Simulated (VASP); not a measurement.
NaF: single point with LDA

The system is NaF.

```
Na F
1.0
     0.00000    2.30771    2.30771
     2.30771    0.00000    2.30771
     2.30771    2.30771    0.00000
Na F
1 1
Direct
  0.00000 0.00000 0.00000
  0.50000 0.50000 0.50000
```

This cell differs from its parent crystal: volume scaled by 0.98.

| Property | Result |
| --- | --- |
| Program | VASP 6.6.1 |
| Task | single point |
| Functional | LDA |
| Potentials or basis | VASP PAW LDA potentials, release 64 (Na_pv, F) |
| Cutoff | 520 eV |
| k mesh | 10 × 10 × 10 |
| Occupations | fermi-dirac, width 0.02 eV |
| Spin | no spin polarisation |

```yaml
Pressure: -3.9 GPa
Band_gap_on_the_k_mesh: 6.02 eV, direct
```

Levels at points of the mesh, in eV from the valence-band top:
```csv
k point,band 3,band 4,band 5,band 6,band 7,band 8,band 9,band 10,band 11,band 12
"(0.00, 0.00, 0.00)",-18.73,-18.73,0.00,0.00,0.00,6.02,18.62,18.62,18.62,21.45
"(0.50, 0.00, 0.00)",-18.74,-17.79,-1.69,-0.27,-0.27,10.46,12.20,19.79,19.79,22.60
"(0.50, 0.50, 0.00)",-18.79,-18.50,-1.35,-0.43,-0.43,12.85,12.88,13.36,19.47,19.47
```

Run time: 6.1 s on 1 thread of Intel(R) Xeon(R) Platinum 8488C (Sapphire Rapids), with other jobs on the host, peak memory 0.12 GiB.

 A k mesh can miss the band edges.
